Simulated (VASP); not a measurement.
# Be (P6_3/mmc) in VASP: a series of runs

Runs on Be. Level: LDA. Tasks: single point.

Program: VASP 6.6.1. These are calculated values, not measurements. Logs are shortened: lines on timing, memory, paths and dates and some standing lists are left out, and cuts for length are marked.

## 1. The cell of the first run

It takes space group P6_3/mmc (No. 194, hexagonal). Conventional cell: a = 2.154 Å, b = 2.154 Å, c = 3.410 Å, α = 90.00°, β = 90.00°, γ = 120.00°. Be (site symmetry -6m2) has 12 Be at 2.11 to 2.15 Å within 2.8 Å.

## 2. Single point, LDA

Contents of INCAR:

```
SYSTEM = Be
ALGO = Normal
EDIFF = 1E-6
ENCUT = 520
GGA = CA
ISIF = 2
ISMEAR = -1
LASPH = .True.
LCHARG = .False.
LREAL = .False.
LWAVE = .False.
NBANDS = 9
NELM = 80
PREC = Accurate
SIGMA = 0.08
```

Contents of KPOINTS:

```
k-points
0
Gamma
  24 24 14
  0 0 0
```

Contents of POSCAR:

```
Be
1.0
    2.1536322066      0.0000000000      0.0000000000
   -1.0768161033      1.8651002014      0.0000000000
    0.0000000000      0.0000000000      3.4101622899
Be
2
Direct
    0.3333333333      0.6666666667      0.2500000000
    0.6666666667      0.3333333333      0.7500000000
```

Potentials or basis: VASP PAW LDA potentials, release 64 (Be).

The run is started by

```bash
$ cat potpaw_LDA.64/Be/POTCAR > POTCAR
$ mpirun -np 1 vasp_std > vasp.out
```

OUTCAR:

```text
SYSTEM = Be
   EDIFF = 1E-6
   ENCUT = 520
   GGA = CA
   ISIF = 2
   ISMEAR = -1
   LASPH = .True.
   LREAL = .False.
   NELM = 80
   PREC = Accurate

 ion  position               nearest neighbor table
   1  0.333  0.667  0.250-   2 2.11   2 2.11   2 2.11   2 2.11   2 2.11   2 2.11
   2  0.667  0.333  0.750-   1 2.11   1 2.11   1 2.11   1 2.11   1 2.11   1 2.11

  LATTYP: Found a hexagonal cell.
 ALAT       =     2.1536322066
 C/A-ratio  =     1.5834469226

  Lattice vectors:

 A1 = (   2.1536322066,   0.0000000000,   0.0000000000)
 A2 = (  -1.0768161033,   1.8651002014,   0.0000000000)
 A3 = (   0.0000000000,   0.0000000000,   3.4101622899)

Analysis of symmetry for initial positions (statically):
=====================================================================
 Subroutine PRICEL returns:
 Original cell was already a primitive cell.

 Routine SETGRP: Setting up the symmetry group for a
 hexagonal supercell.

 Subroutine GETGRP returns: Found 24 space group operations
 (whereof 12 operations were pure point group operations)
 out of a pool of 24 trial point group operations.

The static configuration has the point symmetry D_3d.
 The point group associated with its full space group is D_6h.

Analysis of symmetry for dynamics (positions and initial velocities):
=====================================================================
 Subroutine PRICEL returns:
 Original cell was already a primitive cell.

 Routine SETGRP: Setting up the symmetry group for a
 hexagonal supercell.

 Subroutine GETGRP returns: Found 24 space group operations
 (whereof 12 operations were pure point group operations)
 out of a pool of 24 trial point group operations.

The dynamic configuration has the point symmetry D_3d.
 The point group associated with its full space group is D_6h.

 Subroutine INISYM returns: Found 24 space group operations
 (whereof 12 operations are pure point group operations),
 and found     1 'primitive' translations

----------------------------------------------------------------------------------------

                                     Primitive cell

  volume of cell :      13.6977

  direct lattice vectors                    reciprocal lattice vectors
     2.153632207  0.000000000  0.000000000     0.464331838  0.268082111  0.000000000
    -1.076816103  1.865100201  0.000000000     0.000000000  0.536164223  0.000000000
     0.000000000  0.000000000  3.410162290     0.000000000  0.000000000  0.293241176

  length of vectors
     2.153632207  2.153632207  3.410162290     0.536164223  0.536164223  0.293241176

  position of ions in fractional coordinates (direct lattice)
     0.333333333  0.666666667  0.250000000
     0.666666667  0.333333333  0.750000000

  ion indices of the primitive-cell ions
   primitive index   ion index
                 1           1
                 2           2

----------------------------------------------------------------------------------------

 KPOINTS: k-points

Automatic generation of k-mesh.
 Grid dimensions read from file:
 generate k-points for:   24   24   14

 Generating k-lattice:

  Cartesian coordinates                     Fractional coordinates (reciprocal lattice)
     0.019347160  0.011170088  0.000000000     0.041666667  0.000000000  0.000000000
     0.000000000  0.022340176  0.000000000     0.000000000  0.041666667  0.000000000
     0.000000000  0.000000000  0.020945798     0.000000000  0.000000000  0.071428571

  Length of vectors
     0.022340176  0.022340176  0.020945798

  Shift w.r.t. Gamma in fractional coordinates (k-lattice)
     0.000000000  0.000000000  0.000000000

 Subroutine IBZKPT returns following result:
 ===========================================

 Found    488 irreducible k-points:

 Following reciprocal coordinates:
            Coordinates               Weight
  0.000000  0.000000  0.000000      1.000000
  0.041667 -0.000000  0.000000      6.000000
  0.083333  0.000000  0.000000      6.000000
  0.125000  0.000000  0.000000      6.000000
  0.166667  0.000000  0.000000      6.000000
  0.208333  0.000000  0.000000      6.000000
[... 16 lines left out ...]
  0.416667  0.041667  0.000000     12.000000
  0.458333  0.041667  0.000000     12.000000
 [... further k-points ...]
   k-points           NKPTS =    488   k-points in BZ     NKDIM =    488   number of bands    NBANDS=      9
   number of dos      NEDOS =    301   number of ions     NIONS =      2
   total plane-waves  NPLWV =   7168
   dimension x,y,z NGX =    16 NGY =   16 NGZ =   28
   dimension x,y,z NGXF=    32 NGYF=   32 NGZF=   56
   ions per type =               2
   NGX,Y,Z   is equivalent  to a cutoff of  12.35, 12.35, 13.65 a.u.
   NGXF,Y,Z  is equivalent  to a cutoff of  24.70, 24.70, 27.30 a.u.
 SYSTEM =  Be
   PREC   = accura    normal or accurate (medium, high low for compatibility)
   ISTART =      0    job   : 0-new  1-cont  2-samecut
   ICHARG =      2    charge: 1-file 2-atom 10-const
   ISPIN  =      1    spin polarized calculation?
   LNONCOLLINEAR =      F non collinear calculations
   LSORBIT =      F    spin-orbit coupling
   LASPH  =      T    aspherical Exc in radial PAW
   ENCUT  =  520.0 eV  38.22 Ry    6.18 a.u.   4.00  4.00  6.34*2*pi/ulx,y,z
   NELM   =     80;   NELMIN=  2; NELMDL= -5     # of ELM steps
   EDIFF  = 0.1E-05   stopping-criterion for ELM
   LREAL  =      F    real-space projection
   EDIFFG = 0.1E-04   stopping-criterion for IOM
   NSW    =      0    number of steps for IOM
   IBRION =     -1    ionic relax: 0-MD 1-quasi-New 2-CG
   NFREE  =      0    steps in history (QN), initial steepest desc. (CG)
   ISIF   =      2    stress and relaxation
   ISYM   =      2    0-nonsym 1-usesym 2-fastsym
   POTIM  = 0.5000    time-step for ionic-motion
   TEBEG  =    0.0;   TEEND  =   0.0 temperature during run
   PSTRESS=    0.0 pullay stress
   NELECT =       4.0000    total number of electrons
   NUPDOWN=      -1.0000    fix difference up-down
   EMIN   =  10.00;   EMAX   =-10.00  energy-range for DOS
   EFERMI =   0.00;   METHOD = LEGACY
   ISMEAR =    -1;   SIGMA  =   0.08  broadening in eV -4-tet -1-fermi 0-gaus
   EFERMI_NEDOS =   21; number of points for ismear=-14 and -15
   IALGO  =     38    algorithm
   IMIX   =      4    mixing-type and parameters
     AMIX     =   0.40;   BMIX     =  1.00
     AMIX_MAG =   1.60;   BMIX_MAG =  1.00
  volume/ion in A,a.u.               =       6.85        46.22
  Fermi-wavevector in a.u.,A,eV,Ry     =   1.086122  2.052473 16.050260  1.179661
  Thomas-Fermi vector in A             =   2.222251
   LORBIT       =      0    0 simple, 1 ext, 2 COOP (PROOUT), +10 PAW based schemes
   GGA     = CA    functional components
   LHFCALC =     F    Hartree Fock is set to
   AEXX    =    0.0000 exact exchange contribution
   IVDW    =     0    specifies the selected vdW correction
   LEPSILON=     F    determine dielectric tensor
   LRPA    =     F    only Hartree local field effects (RPA)
 non-spin polarized calculation
  energy-cutoff  :      520.00
  volume of cell :       13.70
 maximum number of plane-waves:       379
   NGX =  9   NGY =  9   NGZ = 13

 number of electron       4.0000000 magnetization

 Free energy of the ion-electron system (eV)
  ---------------------------------------------------
  ext. energy  EPLUGINS =         0.00000000
  ---------------------------------------------------
  free energy    TOTEN  =        -8.35394711 eV

  energy without entropy =       -8.35038755  energy(sigma->0) =       -8.35216733

 E-fermi :   7.9662     XC(G=0): -11.1035

 val. band max:        7.9558108309   @ k =   0.3333   0.2917   0.0000
 cond. band min:       7.9719427641   @ k =   0.2917   0.2917   0.0000
 fundamental gap:      0.0161319332
 Fermi energy:         7.9662424021

 k-point     1 :       0.0000    0.0000    0.0000
  band No.  band energies     occupation
      1      -3.9915      2.00000
      2       2.9466      2.00000
      3       9.6535      0.00000
      4      25.7232      0.00000
      5      25.7232      0.00000
      6      28.8262      0.00000
      7      28.8262      0.00000
      8      30.9389      0.00000
      9      37.7887      0.00000

 k-point     2 :       0.0417   -0.0000    0.0000
  band No.  band energies     occupation
      1      -3.9401      2.00000
      2       3.0190      2.00000
      3       9.6594      0.00000
      4      25.2686      0.00000
      5      25.3460      0.00000
      6      28.8472      0.00000
      7      29.0400      0.00000
      8      30.8446      0.00000
      9      36.7269      0.00000

 k-point     3 :       0.0833    0.0000    0.0000
  band No.  band energies     occupation
      1      -3.7856      2.00000
      2       3.2360      2.00000
      3       9.6751      0.00000
      4      24.0693      0.00000
      5      24.5001      0.00000
      6      28.8789      0.00000
      7      29.3707      0.00000
      8      30.5306      0.00000
      9      35.0564      0.00000

 k-point     4 :       0.1250    0.0000    0.0000
  band No.  band energies     occupation
      1      -3.5278      2.00000
      2       3.5972      2.00000
      3       9.6941      0.00000
      4      22.4424      0.00000
      5      23.5142      0.00000
      6      28.8549      0.00000
      7      29.4748      0.00000
      8      29.9058      0.00000
      9      33.2317      0.00000
[... 205 lines left out ...]
 k-point    22 :       0.3750    0.0417    0.0000
  band No.  band energies     occupation
      1       0.6651      2.00000
      2       6.9953      1.99999
      3       9.3773      0.00000
      4      15.1236      0.00000
      5      18.1930      0.00000
      6      18.4101      0.00000
      7      21.6875      0.00000
      8      26.9133      0.00000
      9      30.7022      0.00000

 k-point    23 :       0.4167    0.0417    0.0000
  band No.  band energies     occupation
      1       1.5962      2.00000
      2       5.8840      2.00000
      3      10.6603      0.00000
      4      15.3553      0.00000
      5      16.6287      0.00000
      6      17.6692      0.00000
      7      20.8905      0.00000
      8      26.7019      0.00000
      9      30.7551      0.00000

 k-point    24 :       0.4583    0.0417    0.0000
  band No.  band energies     occupation
      1       2.3776      2.00000
      2       4.9912      2.00000
      3      11.7564      0.00000
      4      15.2799      0.00000
      5      15.6381      0.00000
      6      17.2716      0.00000
      7      20.4778      0.00000
      8      26.5945      0.00000
      9      30.7848      0.00000

 [... further k-points ...]

------------------------ aborting loop because EDIFF is reached ----------------------------------------

  FORCE on cell =-STRESS in cart. coord.  units (eV):
  Direction    XX          YY          ZZ          XY          YZ          ZX
  --------------------------------------------------------------------------------------
  -------------------------------------------------------------------------------------
  Total        1.3331898      1.3331898      1.3324253      0.0000000      0.0000000      0.0000000
  in kB      155.9386704    155.9386704    155.8492405      0.0000000      0.0000000      0.0000000
  external PRESSURE =     155.9088604 kB  Pullay stress =       0.0000000 kB

 VOLUME and BASIS-vectors are now :
 -----------------------------------------------------------------------------
  energy-cutoff  :      520.00
  volume of cell :       13.70
      direct lattice vectors                 reciprocal lattice vectors
     2.153632207  0.000000000  0.000000000     0.464331838  0.268082111  0.000000000
    -1.076816103  1.865100201  0.000000000     0.000000000  0.536164223  0.000000000
     0.000000000  0.000000000  3.410162290     0.000000000  0.000000000  0.293241176

 POSITION                                       TOTAL-FORCE (eV/Angst)
 -----------------------------------------------------------------------------------
     -0.00000      1.24340      0.85254         0.000000     -0.000000      0.000000
      1.07682      0.62170      2.55762        -0.000000      0.000000      0.000000
 -----------------------------------------------------------------------------------
    total drift:                                0.000000     -0.000000      0.000000

  FREE ENERGIE OF THE ION-ELECTRON SYSTEM (eV)
  ---------------------------------------------------
  free  energy   TOTEN  =        -8.3539471087 eV

  energy  without entropy=       -8.3503875457  energy(sigma->0) =       -8.35216733
```

It took 26 s on 1 thread of Intel Xeon 8259CL, shared host; peak memory 0.16 GiB.

What came out:

```
Free energy            : -8.3539 eV
Pressure               : 15.6 GPa
Band gap on the k mesh : zero (bands 2 and 3 overlap by 2.21 eV)
```

Caveat: the cell stands under pressure.

[end of part 1 of 2]
